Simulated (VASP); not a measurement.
Set up this calculation in VASP 6.6.1, as the native input.

| Property | Result |
| --- | --- |
| Task | single point |
| Functional | PBE |
| Potentials or basis | VASP PAW PBE potentials, release 64 (Ti_sv, C) |
| Cutoff | 520 eV |
| k mesh | 5 × 5 × 1 |
| Occupations | gaussian, width 0.1 eV |
| Spin | no spin polarisation |
| Dipole correction | yes |
| Further INCAR settings | LREAL = Auto; ALGO = Normal; EDIFF = 1e-07; NBANDS = 116 |

The structure of Ti12C13 lies in POSCAR:

```
Ti12C13
1.0
    6.1276785486      0.0000000000      0.0000000000
    0.0000000000      6.1276785486      0.0000000000
    0.0000000000      0.0000000000     19.8111521836
Ti C
12 13
Direct
    0.2500000000      0.2500000000      0.2019064799
    0.2500000000      0.7500000000      0.2019064799
    0.7500000000      0.2500000000      0.2019064799
    0.7500000000      0.7500000000      0.2019064799
    0.0000000000      0.0000000000      0.3089759294
    0.0000000000      0.5000000000      0.3089759294
    0.5000000000      0.0000000000      0.3089759294
    0.5000000000      0.5000000000      0.3089759294
    0.2500000000      0.2500000000      0.4140601451
    0.2500000000      0.7500000000      0.4140601451
    0.7500000000      0.2500000000      0.4140601451
    0.7500000000      0.7500000000      0.4140601451
    0.0000000000      0.0000000000      0.2019064799
    0.0000000000      0.5000000000      0.2019064799
    0.5000000000      0.0000000000      0.2019064799
    0.5000000000      0.5000000000      0.2019064799
    0.2500000000      0.2500000000      0.3083897447
    0.2500000000      0.7500000000      0.3083897447
    0.7500000000      0.2500000000      0.3083897447
    0.7500000000      0.7500000000      0.3083897447
    0.0000000000      0.0000000000      0.4195188703
    0.0000000000      0.5000000000      0.4195188703
    0.5000000000      0.0000000000      0.4195188703
    0.5000000000      0.5000000000      0.4195188703
    0.0000000000      0.0000000000      0.4854746997
```

One way to write it, as run:

INCAR

```
PREC     = Accurate       # precision mode
ENCUT    = 520            # plane-wave cutoff, eV
EDIFF    = 1E-7           # SCF threshold, eV
ISMEAR   = 0              # smearing method
SIGMA    = 0.1            # smearing width, eV
LREAL    = Auto         
LASPH    = True           # aspherical terms in the spheres
NELM     = 100            # most SCF steps
ALGO     = Normal         # electronic algorithm
ISIF     = 2              # what is computed and relaxed
LWAVE    = False          # write WAVECAR
LCHARG   = False          # write CHGCAR
LDIPOL   = True         
IDIPOL   = 3            
DIPOL    = 0.5 0.5 0.316
GGA      = PE             # functional
NBANDS   = 116            # bands
```

KPOINTS

```
Automatic mesh
0
Gamma
  5 5 1
```

Potentials or basis: VASP PAW PBE potentials, release 64 (Ti_sv, C).

Launch:

```bash
$ cat potpaw_PBE.64/Ti_sv/POTCAR potpaw_PBE.64/C/POTCAR > POTCAR
$ mpirun -np 1 vasp_std > vasp.out
```

Results of the run:

```yaml
Largest_force: 1.547 eV/Å
Band_gap_on_the_k_mesh: zero (bands 98 and 99 overlap by 0.07 eV)
```

Wall time 40 min on 1 thread of Intel Xeon 8259CL, with other jobs on the host, peak memory 0.86 GiB.
